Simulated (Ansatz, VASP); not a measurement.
## Mg3Ti in VASP and in Ansatz

Contents of INCAR:

```
SYSTEM = Mg3Ti
PREC     = Accurate       ! precision mode
ENCUT    = 520            ! plane-wave cutoff, eV
EDIFF    = 1E-6           ! SCF threshold, eV
ISMEAR   = -1             ! smearing method
SIGMA    = 0.05           ! smearing width, eV
LREAL    = .FALSE.        ! projectors in reciprocal space
LASPH    = .TRUE.         ! aspherical terms in the spheres
NELM     = 60             ! most SCF steps
ALGO     = Normal         ! electronic algorithm
ISIF     = 2              ! what is computed and relaxed
LWAVE    = .FALSE.        ! write WAVECAR
LCHARG   = .FALSE.        ! write CHGCAR
GGA      = PE             ! functional
NBANDS   = 17             ! bands
```

Contents of KPOINTS:

```
Automatic mesh
0
G
  9 9 9
  0 0 0
```

POSCAR

```
Mg3Ti
1.0
   -2.2299334530      2.2299334530      4.4351792509
    2.2299334530     -2.2299334530      4.4351792509
    2.2299334530      2.2299334530     -4.4351792509
Ti Mg
1 3
Direct
    0.0000000000      0.0000000000      0.0000000000
    0.7500000000      0.2500000000      0.5000000000
    0.2500000000      0.7500000000      0.5000000000
    0.5000000000      0.5000000000      0.0000000000
```

The input input.yaml:

```yaml
crystal:
  lattice:
    - [-2.229933453, 2.229933453, 4.4351792509]
    - [2.229933453, -2.229933453, 4.4351792509]
    - [2.229933453, 2.229933453, -4.4351792509]
  atoms:
    - { symbol: Ti, position: [0.0, 0.0, 0.0] }
    - { symbol: Mg, position: [0.75, 0.25, 0.5] }
    - { symbol: Mg, position: [0.25, 0.75, 0.5] }
    - { symbol: Mg, position: [0.5, 0.5, 0.0] }
hamiltonian:
  xc: pbe
  pseudopotentials: { kind: paw }
kpoints:
  mp_grid: { grid: [9, 9, 9] }
scf:
  occupations: { method: fermi_dirac, width: 0.05 }
output:
  forces: true
  stress: true
  eigenvalues: true
```

Alike in both runs: task single point; functional PBE; k mesh 9 × 9 × 9; occupations fermi-dirac, width 0.05 eV; no spin polarisation.

|  | VASP | Ansatz |
| --- | --- | --- |
| version | VASP 6.6.1 | Ansatz 0.2.0 |
| potentials or method | VASP PAW PBE potentials, release 64 (Ti_sv, Mg) | Ansatz PAW |
| plane-wave cutoff (eV) | 520 | 420 |
| valence electrons in the cell | 18 | 42 |

```csv
,VASP,Ansatz,Ansatz less VASP
gap on the k mesh at the Fermi level (eV),none,none,-
pressure (GPa),-2.4,-2.3,+0.09
"traceless stress, the component that is largest in VASP (GPa)",-0.48,-0.47,+0.011
```

A gap of «none» marks a metal or a gap that the smearing closes. VASP's potentials hold 18 valence electrons a cell and Ansatz's 42, so a difference there can come from the potentials and not from the codes.
